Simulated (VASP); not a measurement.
# SnO2 (I4_1/amd) in VASP: single point with PBE

Aim: the single point of SnO2 with PBE.

Everything below comes from runs of VASP 6.6.1. Logs are shortened: lines on timing, memory, paths and dates and some standing lists are left out, and cuts for length are marked.

## (1) The cell of the first run

The structure is tetragonal, space group I4_1/amd (No. 141). Conventional cell: a = 3.999 Å, b = 3.999 Å, c = 10.203 Å, α = 90.00°, β = 90.00°, γ = 90.00°. Sn (site symmetry -4m2) has 6 O at 2.05 to 2.08 Å within 2.7 Å. O (site symmetry 2mm) has 3 Sn at 2.05 to 2.08 Å and 2 O at 2.56 Å within 2.7 Å.

## (2) Single point, PBE, non-collinear spin, zero start, spin-orbit coupling

INCAR

```
SYSTEM = SnO2
ALGO     = Normal         ! electronic algorithm
EDIFF    = 1E-6           ! SCF threshold, eV
ENCUT    = 520            ! plane-wave cutoff, eV
GGA      = PE             ! functional
GGA_COMPAT= .False.      
ISIF     = 2              ! what is computed and relaxed
ISMEAR   = 0              ! smearing method
KPAR     = 4            
LASPH    = .True.         ! aspherical terms in the spheres
LCHARG   = .False.        ! write CHGCAR
LNONCOLLINEAR= .True.         ! non-collinear magnetism
LORBIT   = 11             ! projections on sites
LORBMOM  = .True.       
LREAL    = .False.        ! projectors in reciprocal space
LSORBIT  = .True.         ! spin-orbit coupling
LWAVE    = .False.        ! write WAVECAR
MAGMOM   = 0 0 0 0 0 0 0 0 0 0 0 0 0 0 0 0 0 0 ! initial moments
NBANDS   = 68             ! bands
NELM     = 150            ! most SCF steps
PREC     = Accurate       ! precision mode
SIGMA    = 0.01           ! smearing width, eV
```

KPOINTS

```
k-points
0
Gamma
  10 10 10
  0 0 0
```

POSCAR

```
SnO2
1.0
   -1.9996342317      1.9996342317      5.1012714375
    1.9996342317     -1.9996342317      5.1012714375
    1.9996342317      1.9996342317     -5.1012714375
Sn O
2 4
Direct
    0.7500000000      0.2500000000      0.5000000000
    0.0000000000      0.0000000000      0.0000000000
    0.5463404713      0.0463404713      0.5000000000
    0.7963404713      0.7963404713      0.0000000000
    0.2036595287      0.2036595287      0.0000000000
    0.9536595287      0.4536595287      0.5000000000
```

Potentials or basis: VASP PAW PBE potentials, release 64 (Sn_d, O).

Command:

```
$ cat potpaw_PBE.64/Sn_d/POTCAR potpaw_PBE.64/O/POTCAR > POTCAR
$ mpirun -np 4 vasp_ncl > vasp.out
```

OUTCAR:

```text
SYSTEM = SnO2
   EDIFF = 1E-6
   ENCUT = 520
   GGA = PE
   ISIF = 2
   ISMEAR = 0
   LASPH = .True.
   LNONCOLLINEAR = .True.
   LORBIT = 11
   LREAL = .False.
   LSORBIT = .True.
   NELM = 150
   PREC = Accurate

 ion  position               nearest neighbor table
   1  0.750  0.250  0.500-   4 2.05   5 2.05   4 2.05   5 2.05   3 2.08   6 2.08   2 3.24   2 3.24
                             2 3.24   2 3.24
   2  0.000  0.000  0.000-   3 2.05   6 2.05   3 2.05   6 2.05   5 2.08   4 2.08   1 3.24   1 3.24
                             1 3.24   1 3.24
   3  0.546  0.046  0.500-   2 2.05   2 2.05   1 2.08
   4  0.796  0.796  0.000-   1 2.05   1 2.05   2 2.08
   5  0.204  0.204  0.000-   1 2.05   1 2.05   2 2.08
   6  0.954  0.454  0.500-   2 2.05   2 2.05   1 2.08

  LATTYP: Found a body centered tetragonal cell.
 ALAT       =     3.9992684634
 C/A-ratio  =     2.5511022749

  Lattice vectors:

 A1 = (  -1.9996342317,   1.9996342317,   5.1012714375)
 A2 = (   1.9996342317,  -1.9996342317,   5.1012714375)
 A3 = (   1.9996342317,   1.9996342317,  -5.1012714375)

Analysis of symmetry for initial positions (statically):
=====================================================================
 Subroutine PRICEL returns:
 Original cell was already a primitive cell.

 Routine SETGRP: Setting up the symmetry group for a
 body centered tetragonal supercell.

 Subroutine GETGRP returns: Found 16 space group operations
 (whereof  8 operations were pure point group operations)
 out of a pool of 16 trial point group operations.

The static configuration has the point symmetry D_2d.
 The point group associated with its full space group is D_4h.

Analysis of symmetry for dynamics (positions and initial velocities):
=====================================================================
 Subroutine PRICEL returns:
 Original cell was already a primitive cell.

 Routine SETGRP: Setting up the symmetry group for a
 body centered tetragonal supercell.

 Subroutine GETGRP returns: Found 16 space group operations
 (whereof  8 operations were pure point group operations)
 out of a pool of 16 trial point group operations.

The dynamic configuration has the point symmetry D_2d.
 The point group associated with its full space group is D_4h.

Analysis of structural, dynamic, and magnetic symmetry:
=====================================================================
 Subroutine PRICEL returns:
 Original cell was already a primitive cell.

 Routine SETGRP: Setting up the symmetry group for a
 body centered tetragonal supercell.

 Subroutine GETGRP returns: Found 16 space group operations
 (whereof  8 operations were pure point group operations)
 out of a pool of 16 trial point group operations.

[... 1825 lines left out ...]
  4         0.000   0.000   0.000
  5         0.000   0.000   0.000
  6         0.000   0.000   0.000
 ----------------------------------------
           -0.000   0.000  -0.000

 orbital moment (y)

 # of ion     p       d       tot
 ----------------------------------------
  1         0.000  -0.000  -0.000
  2         0.000  -0.000  -0.000
  3         0.000   0.000   0.000
  4         0.000   0.000   0.000
  5        -0.000   0.000  -0.000
  6        -0.000   0.000  -0.000
 ----------------------------------------
           -0.000  -0.000  -0.000

 orbital moment (z)

 # of ion     p       d       tot
 ----------------------------------------
  1         0.000   0.000   0.000
  2         0.000   0.000   0.000
  3         0.000   0.000   0.000
  4         0.000   0.000   0.000
  5        -0.000   0.000  -0.000
  6         0.000   0.000   0.000
 ----------------------------------------
           -0.000   0.000  -0.000

 Spin-Orbit-Coupling matrix elements

 Ion:    1  E_soc:     -0.0737156
 l=   1
     0.0000000    -0.0066114    -0.0065230
    -0.0066114     0.0000000    -0.0066114
    -0.0065230    -0.0066114     0.0000000
 l=   2
     0.0000000    -0.0011828     0.0000000    -0.0011828    -0.0045079
    -0.0011828     0.0000000    -0.0033877    -0.0011955    -0.0011337
     0.0000000    -0.0033877     0.0000000    -0.0033877     0.0000000
    -0.0011828    -0.0011955    -0.0033877     0.0000000    -0.0011337
    -0.0045079    -0.0011337     0.0000000    -0.0011337     0.0000000
 l=   3
     0.0000000     0.0000000     0.0000000     0.0000000     0.0000000     0.0000000     0.0000000
     0.0000000     0.0000000     0.0000000     0.0000000     0.0000000     0.0000000     0.0000000
     0.0000000     0.0000000     0.0000000     0.0000000     0.0000000     0.0000000     0.0000000
     0.0000000     0.0000000     0.0000000     0.0000000     0.0000000     0.0000000     0.0000000
[... 89 lines left out ...]
 l=   2
     0.0000000     0.0000000     0.0000000     0.0000000     0.0000000
     0.0000000     0.0000000     0.0000000     0.0000000     0.0000000
     0.0000000     0.0000000     0.0000000     0.0000000     0.0000000
     0.0000000     0.0000000     0.0000000     0.0000000     0.0000000
     0.0000000     0.0000000     0.0000000     0.0000000     0.0000000
 l=   3
     0.0000000     0.0000000     0.0000000     0.0000000     0.0000000     0.0000000     0.0000000
     0.0000000     0.0000000     0.0000000     0.0000000     0.0000000     0.0000000     0.0000000
     0.0000000     0.0000000     0.0000000     0.0000000     0.0000000     0.0000000     0.0000000
     0.0000000     0.0000000     0.0000000     0.0000000     0.0000000     0.0000000     0.0000000
     0.0000000     0.0000000     0.0000000     0.0000000     0.0000000     0.0000000     0.0000000
     0.0000000     0.0000000     0.0000000     0.0000000     0.0000000     0.0000000     0.0000000
     0.0000000     0.0000000     0.0000000     0.0000000     0.0000000     0.0000000     0.0000000

 total charge

# of ion       s       p       d       tot
------------------------------------------
    1        0.880   1.085  10.370  12.336
    2        0.880   1.085  10.370  12.336
    3        1.562   3.504   0.000   5.066
    4        1.562   3.504   0.000   5.066
    5        1.562   3.504   0.000   5.066
    6        1.562   3.504   0.000   5.066
--------------------------------------------------
tot          8.008  16.189  20.739  44.936

 magnetization (x)

# of ion       s       p       d       tot
------------------------------------------
    1        0.000   0.000  -0.000   0.000
    2        0.000   0.000  -0.000  -0.000
    3       -0.000  -0.000   0.000  -0.000
    4        0.000  -0.000   0.000  -0.000
    5       -0.000   0.000   0.000   0.000
    6        0.000  -0.000   0.000  -0.000
--------------------------------------------------
tot          0.000   0.000  -0.000   0.000

 magnetization (y)

# of ion       s       p       d       tot
------------------------------------------
    1        0.000  -0.000   0.000   0.000
    2        0.000  -0.000   0.000   0.000
    3       -0.000   0.000   0.000   0.000
    4        0.000   0.000   0.000   0.000
    5       -0.000   0.000   0.000   0.000
    6        0.000   0.000   0.000   0.000
--------------------------------------------------
tot         -0.000   0.000   0.000   0.000

 magnetization (z)

# of ion       s       p       d       tot
------------------------------------------
    1        0.000   0.000   0.000   0.000
    2        0.000   0.000  -0.000  -0.000
    3        0.000  -0.000   0.000  -0.000
    4        0.000   0.000   0.000   0.000
    5       -0.000  -0.000   0.000  -0.000
    6        0.000   0.000   0.000   0.000
--------------------------------------------------
tot          0.000   0.000  -0.000  -0.000
```

Wall time 8.5 min (4 MPI ranks of Intel Xeon Platinum 8488C (Sapphire Rapids), shared host); peak memory 1.2 GiB.

Results:

- Free energy: -36.9590 eV
- Pressure: 7.3 GPa
- Largest force: 0.118 eV/Å
- Net moment: 0.00 μB per cell
- Valence electrons inside the program's atomic spheres: Sn 12.34; O 5.07

Forces in eV/Å, atoms in the order of the input:
```
Sn   0.000  0.000  0.000
Sn   0.000  0.000  0.000
O    0.000  0.000 -0.118
O    0.000  0.000 -0.118
O    0.000  0.000  0.118
O    0.000  0.000  0.118
```

Moments on the atoms (μB; x, y, z):
```
Sn  0.00 0.00 0.00
Sn  0.00 0.00 0.00
O   0.00 0.00 0.00
O   0.00 0.00 0.00
O   0.00 0.00 0.00
O   0.00 0.00 0.00
```

Caveat: the cell stands under pressure.
